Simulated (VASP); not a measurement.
Input of a VASP 6.6.1 run:

The input INCAR:

```
PREC = Accurate ; ENCUT = 600
EDIFF = 1E-7 ; ISMEAR = 0
SIGMA = 0.02 ; LREAL = F
LASPH = T ; NELM = 60
ALGO = Normal ; ISIF = 3
LWAVE = F ; LCHARG = F
GGA = PS ; IBRION = 2
NSW = 100 ; EDIFFG = -0.005
```

The input KPOINTS:

```
Automatic mesh
0
Gamma
  10 10 10
```

Contents of POSCAR:

```
BAs
1.0
    0.0000000000      2.3885000000      2.3885000000
    2.3885000000      0.0000000000      2.3885000000
    2.3885000000      2.3885000000      0.0000000000
B As
1 1
Direct
    0.0000000000      0.0000000000      0.0000000000
    0.2500000000      0.2500000000      0.2500000000
```

Potentials or basis: VASP PAW PBE potentials, release 64 (B, As).

Run with:

```sh
$ cat potpaw_PBE.64/B/POTCAR potpaw_PBE.64/As/POTCAR > POTCAR
$ mpirun -np 1 vasp_std > vasp.out
```

(1) What does it give for the band gap on the k mesh?

## Answers

(1) 1.08 eV, indirect (least direct gap 3.24 eV).

Caveat: the relaxation stopped at its first step, so nothing moved.
